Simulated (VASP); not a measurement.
# SnSe2 in VASP: single point with PBE+D3(BJ)

Aim: the single point of SnSe2 with PBE+D3(BJ).

Program: VASP 6.6.1. These are calculated values, not measurements. Logs are shortened: lines on timing, memory, paths and dates and some standing lists are left out, and cuts for length are marked.

## Step 1: The cell of the first run

The cell holds a slab with vacuum, 6 atoms: a = 3.825 Å, b = 3.825 Å, c = 45.404 Å, α = 90.00°, β = 90.00°, γ = 120.00°.

## Step 2: Single point, PBE+D3(BJ)

INCAR reads:

```
PREC = Accurate ; ENCUT = 520
EDIFF = 1E-6 ; ISMEAR = 0
SIGMA = 0.02 ; LREAL = F
LASPH = T ; NELM = 60
ALGO = Normal ; ISIF = 2
LWAVE = F ; LCHARG = F
LDIPOL = T ; IDIPOL = 3
DIPOL = 0.5 0.5 0.500 ; GGA = PE
IVDW = 12 ; NBANDS = 35
```

KPOINTS reads:

```
Automatic mesh
0
Gamma
  12 12 1
```

POSCAR reads:

```
SnSe2
1.0
    3.8246790507      0.0000000000      0.0000000000
   -1.9123395254      3.3122692192      0.0000000000
    0.0000000000      0.0000000000     45.4044102391
Se Sn
4 2
Direct
    0.6666666667      0.3333333333      0.3917898888
    0.3368143242      0.6736286484      0.4623280188
    0.1666666667      0.3333333333      0.5376730876
    0.8329343234      0.6658686467      0.6082092059
    0.0014822886      0.0029645773      0.4270564960
    0.5000334205      0.0000668411      0.5729433028
```

Potentials or basis: VASP PAW PBE potentials, release 64 (Se, Sn_d).

On the command line:

```
$ cat potpaw_PBE.64/Se/POTCAR potpaw_PBE.64/Sn_d/POTCAR > POTCAR
$ mpirun -np 1 vasp_std > vasp.out
```

OUTCAR:

```text
PREC = Accurate
   ENCUT = 520
   EDIFF = 1E-6
   ISMEAR = 0
   LREAL = F
   LASPH = T
   NELM = 60
   ISIF = 2
   GGA = PE
   IVDW = 12
 IVDW          = 12

 ion  position               nearest neighbor table
   1  0.667  0.333  0.392-   5 2.72   5 2.72   5 2.74
   2  0.337  0.674  0.462-   5 2.72   5 2.72   5 2.74
   3  0.167  0.333  0.538-   6 2.73   6 2.73   6 2.73
   4  0.833  0.666  0.608-   6 2.73   6 2.73   6 2.73
   5  0.001  0.003  0.427-   2 2.72   2 2.72   1 2.72   1 2.72   1 2.74   2 2.74
   6  0.500  0.000  0.573-   4 2.73   3 2.73   3 2.73   3 2.73   4 2.73   4 2.73

  LATTYP: Found a hexagonal cell.
 ALAT       =     3.8246790507
 C/A-ratio  =    11.8714301611

  Lattice vectors:

 A1 = (   3.8246790507,   0.0000000000,   0.0000000000)
 A2 = (  -1.9123395254,   3.3122692192,   0.0000000000)
 A3 = (   0.0000000000,   0.0000000000,  45.4044102391)

Analysis of symmetry for initial positions (statically):
=====================================================================
 Subroutine PRICEL returns:
 Original cell was already a primitive cell.

 Routine SETGRP: Setting up the symmetry group for a
 hexagonal supercell.

 Subroutine GETGRP returns: Found  2 space group operations
 (whereof  2 operations were pure point group operations)
 out of a pool of 24 trial point group operations.

The static configuration has the point symmetry C_1h.

Analysis of symmetry for dynamics (positions and initial velocities):
=====================================================================
 Subroutine PRICEL returns:
 Original cell was already a primitive cell.

 Routine SETGRP: Setting up the symmetry group for a
 hexagonal supercell.

 Subroutine GETGRP returns: Found  2 space group operations
 (whereof  2 operations were pure point group operations)
 out of a pool of 24 trial point group operations.

The dynamic configuration has the point symmetry C_1h.

 Subroutine INISYM returns: Found  2 space group operations
 (whereof  2 operations are pure point group operations),
 and found     1 'primitive' translations

----------------------------------------------------------------------------------------

                                     Primitive cell

  volume of cell :     575.1997

  direct lattice vectors                    reciprocal lattice vectors
     3.824679051  0.000000000  0.000000000     0.261459847  0.150953913  0.000000000
    -1.912339525  3.312269219  0.000000000     0.000000000  0.301907826  0.000000000
     0.000000000  0.000000000 45.404410239     0.000000000  0.000000000  0.022024292

  length of vectors
     3.824679051  3.824679051 45.404410239     0.301907826  0.301907826  0.022024292

  position of ions in fractional coordinates (direct lattice)
     0.666666667  0.333333333  0.391789889
     0.336814324  0.673628648  0.462328019
     0.166666667  0.333333333  0.537673088
     0.832934323  0.665868647  0.608209206
     0.001482289  0.002964577  0.427056496
     0.500033421  0.000066841  0.572943303

  ion indices of the primitive-cell ions
   primitive index   ion index
                 1           1
                 2           2
                 3           3
                 4           4
                 5           5
                 6           6

----------------------------------------------------------------------------------------

 KPOINTS: Automatic mesh

Automatic generation of k-mesh.
 Grid dimensions read from file:
 generate k-points for:   12   12    1

 Generating k-lattice:

  Cartesian coordinates                     Fractional coordinates (reciprocal lattice)
     0.021788321  0.012579493  0.000000000     0.083333333  0.000000000  0.000000000
     0.000000000  0.025158986  0.000000000     0.000000000  0.083333333  0.000000000
     0.000000000  0.000000000  0.022024292     0.000000000  0.000000000  1.000000000

  Length of vectors
     0.025158986  0.025158986  0.022024292

  Shift w.r.t. Gamma in fractional coordinates (k-lattice)
     0.000000000  0.000000000  0.000000000

 Subroutine IBZKPT returns following result:
 ===========================================

 Found     43 irreducible k-points:

 Following reciprocal coordinates:
            Coordinates               Weight
  0.000000  0.000000  0.000000      1.000000
  0.083333 -0.000000  0.000000      4.000000
  0.000000  0.083333  0.000000      2.000000
  0.166667  0.000000  0.000000      4.000000
  0.000000  0.166667  0.000000      2.000000
  0.250000  0.000000  0.000000      4.000000
[... 16 lines left out ...]
 -0.083333  0.416667  0.000000      4.000000
 -0.416667  0.333333  0.000000      4.000000
 [... further k-points ...]
   k-points           NKPTS =     43   k-points in BZ     NKDIM =     43   number of bands    NBANDS=     35
   number of dos      NEDOS =    301   number of ions     NIONS =      6
   total plane-waves  NPLWV = 274400
   dimension x,y,z NGX =    28 NGY =   28 NGZ =  350
   dimension x,y,z NGXF=    56 NGYF=   56 NGZF=  700
   ions per type =               4   2
   NGX,Y,Z   is equivalent  to a cutoff of  12.17, 12.17, 12.82 a.u.
   NGXF,Y,Z  is equivalent  to a cutoff of  24.34, 24.34, 25.63 a.u.
 SYSTEM =  unknown system
   PREC   = accura    normal or accurate (medium, high low for compatibility)
   ISTART =      0    job   : 0-new  1-cont  2-samecut
   ICHARG =      2    charge: 1-file 2-atom 10-const
   ISPIN  =      1    spin polarized calculation?
   LNONCOLLINEAR =      F non collinear calculations
   LSORBIT =      F    spin-orbit coupling
   LASPH  =      T    aspherical Exc in radial PAW
   ENCUT  =  520.0 eV  38.22 Ry    6.18 a.u.   7.11  7.11 84.42*2*pi/ulx,y,z
   NELM   =     60;   NELMIN=  2; NELMDL= -5     # of ELM steps
   EDIFF  = 0.1E-05   stopping-criterion for ELM
   LREAL  =      F    real-space projection
   EDIFFG = 0.1E-04   stopping-criterion for IOM
   NSW    =      0    number of steps for IOM
   IBRION =     -1    ionic relax: 0-MD 1-quasi-New 2-CG
   NFREE  =      0    steps in history (QN), initial steepest desc. (CG)
   ISIF   =      2    stress and relaxation
   ISYM   =      2    0-nonsym 1-usesym 2-fastsym
   POTIM  = 0.5000    time-step for ionic-motion
   TEBEG  =    0.0;   TEEND  =   0.0 temperature during run
   PSTRESS=    0.0 pullay stress
   NELECT =      52.0000    total number of electrons
   NUPDOWN=      -1.0000    fix difference up-down
   EMIN   =  10.00;   EMAX   =-10.00  energy-range for DOS
   EFERMI =   0.00;   METHOD = LEGACY
   ISMEAR =     0;   SIGMA  =   0.02  broadening in eV -4-tet -1-fermi 0-gaus
   EFERMI_NEDOS =   21; number of points for ismear=-14 and -15
   IALGO  =     38    algorithm
   IMIX   =      4    mixing-type and parameters
     AMIX     =   0.40;   BMIX     =  1.00
     AMIX_MAG =   1.60;   BMIX_MAG =  1.00
  volume/ion in A,a.u.               =      95.87       646.94
  Fermi-wavevector in a.u.,A,eV,Ry     =   0.734745  1.388466  7.345100  0.539850
  Thomas-Fermi vector in A             =   1.827772
   LORBIT       =      0    0 simple, 1 ext, 2 COOP (PROOUT), +10 PAW based schemes
   GGA     = PE    functional components
   LHFCALC =     F    Hartree Fock is set to
   AEXX    =    0.0000 exact exchange contribution
   IVDW    =    12    specifies the selected vdW correction
   LEPSILON=     F    determine dielectric tensor
   LRPA    =     F    only Hartree local field effects (RPA)
 non-spin polarized calculation
 Gauss-broadening in eV      SIGMA  =   0.02
  energy-cutoff  :      520.00
  volume of cell :      575.20
 maximum number of plane-waves:     15591
   NGX = 15   NGY = 15   NGZ =169

 number of electron      51.9999998 magnetization

 dipolmoment           0.000000      0.000000     -0.000049 electrons x Angstroem

 Free energy of the ion-electron system (eV)
  ---------------------------------------------------
  ext. energy  EPLUGINS =         0.00000000
  ---------------------------------------------------
  free energy    TOTEN  =       -23.67631863 eV

  energy without entropy =      -23.67631863  energy(sigma->0) =      -23.67631863

 E-fermi :  -3.1442     XC(G=0):  -2.8587

 val. band max:       -3.2597431136   @ k =   0.0000   0.1667   0.0000
 cond. band min:      -2.6432364792   @ k =   0.5000   0.0000   0.0000
 fundamental gap:      0.6165066344
 Fermi energy:        -3.1442476798

 k-point     1 :       0.0000    0.0000    0.0000
  band No.  band energies     occupation
      1     -24.4308      2.00000
      2     -24.4304      2.00000
      3     -24.4303      2.00000
      4     -24.4297      2.00000
      5     -24.3923      2.00000
      6     -24.3918      2.00000
[... 27 lines left out ...]
     34       1.4065      0.00000
     35       2.3211      0.00000

 k-point     2 :       0.0833   -0.0000    0.0000
  band No.  band energies     occupation
      1     -24.4329      2.00000
      2     -24.4323      2.00000
      3     -24.4280      2.00000
      4     -24.4275      2.00000
      5     -24.3905      2.00000
      6     -24.3901      2.00000
[... 27 lines left out ...]
     34       1.5134      0.00000
     35       2.4447      0.00000

 k-point     3 :       0.0000    0.0833    0.0000
  band No.  band energies     occupation
      1     -24.4332      2.00000
      2     -24.4328      2.00000
      3     -24.4276      2.00000
      4     -24.4269      2.00000
      5     -24.3905      2.00000
      6     -24.3900      2.00000
[... 27 lines left out ...]
     34       1.5671      0.00000
     35       2.4445      0.00000
[... 723 lines left out ...]
 k-point    23 :      -0.0833    0.4167    0.0000
  band No.  band energies     occupation
      1     -24.4678      2.00000
      2     -24.4671      2.00000
      3     -24.4100      2.00000
      4     -24.4092      2.00000
      5     -24.4015      2.00000
      6     -24.4001      2.00000
[... 27 lines left out ...]
     34       2.5430      0.00000
     35       2.7082      0.00000

 k-point    24 :      -0.4167    0.3333    0.0000
  band No.  band energies     occupation
      1     -24.4672      2.00000
      2     -24.4668      2.00000
      3     -24.4109      2.00000
      4     -24.4105      2.00000
      5     -24.4016      2.00000
      6     -24.4015      2.00000
[... 27 lines left out ...]
     34       2.4585      0.00000
     35       2.8628      0.00000

 [... further k-points ...]

------------------------ aborting loop because EDIFF is reached ----------------------------------------

 vacuum level on the upper side and lower side of the slab       (xc-potential included)        -0.155        -0.154

 Edisp (eV)   -1.73945

 E8    (eV) :    -0.7861

  FORCE on cell =-STRESS in cart. coord.  units (eV):
  Direction    XX          YY          ZZ          XY          YZ          ZX
  --------------------------------------------------------------------------------------
  -------------------------------------------------------------------------------------
  Total      -0.14528    -0.01640     0.00914     0.00000    -0.31040     0.00000
  in kB      -0.40468    -0.04568     0.02547     0.00000    -0.86459     0.00000
  external pressure =       -0.14 kB  Pullay stress =        0.00 kB

 VOLUME and BASIS-vectors are now :
 -----------------------------------------------------------------------------
  energy-cutoff  :      520.00
  volume of cell :      575.20
      direct lattice vectors                 reciprocal lattice vectors
     3.824679051  0.000000000  0.000000000     0.261459847  0.150953913  0.000000000
    -1.912339525  3.312269219  0.000000000     0.000000000  0.301907826  0.000000000
     0.000000000  0.000000000 45.404410239     0.000000000  0.000000000  0.022024292

 POSITION                                       TOTAL-FORCE (eV/Angst)
 -----------------------------------------------------------------------------------
      1.91234      1.10409     17.78899        -0.000000      0.044635     -0.008757
     -0.00000      2.23124     20.99173        -0.000000      0.006861      0.010835
      0.00000      1.10409     24.41273         0.000000     -0.049582     -0.010217
      1.91234      2.20554     27.61538         0.000000     -0.001769      0.008642
     -0.00000      0.00982     19.39025         0.000000     -0.002392      0.001543
      1.91234      0.00022     26.01415        -0.000000      0.002248     -0.002046
 -----------------------------------------------------------------------------------
    total drift:                               -0.000000     -0.000408      0.000019

  FREE ENERGIE OF THE ION-ELECTRON SYSTEM (eV)
  ---------------------------------------------------
  free  energy   TOTEN  =       -25.4157651096 eV

  energy  without entropy=      -25.4157651096  energy(sigma->0) =      -25.41576511

 vacuum level on the upper side and lower side of the slab         2.572         2.573
```

Run time: 36 min. Hardware: 1 thread of Oxide Virtual Turin-like, shared host; peak memory 1.1 GiB.

Results:

* Free energy: -25.4158 eV
* Largest force: 0.051 eV/Å
* Band gap on the k mesh: 0.62 eV (least direct gap 0.95 eV)
* Dispersion energy per atom: -0.290 eV

Forces on the atoms (eV/Å):
```
Se   0.000  0.045 -0.009
Se   0.000  0.007  0.011
Se   0.000 -0.050 -0.010
Se   0.000 -0.002  0.009
Sn   0.000 -0.002  0.002
Sn   0.000  0.002 -0.002
```

Levels at points of the mesh, in eV from the valence-band top:
```
           k point  band 24  band 25  band 26  band 27  band 28  band 29
(0.00, 0.00, 0.00)    -0.09    -0.08    -0.07     1.36     2.00     3.09
(0.50, 0.00, 0.00)    -0.50    -0.36    -0.34     0.62     0.88     3.91
(0.00, 0.50, 0.00)    -0.79    -0.42    -0.32     0.66     0.90     3.94
```

Caveat: spin-orbit coupling is left out, which moves the levels of the heavy elements.
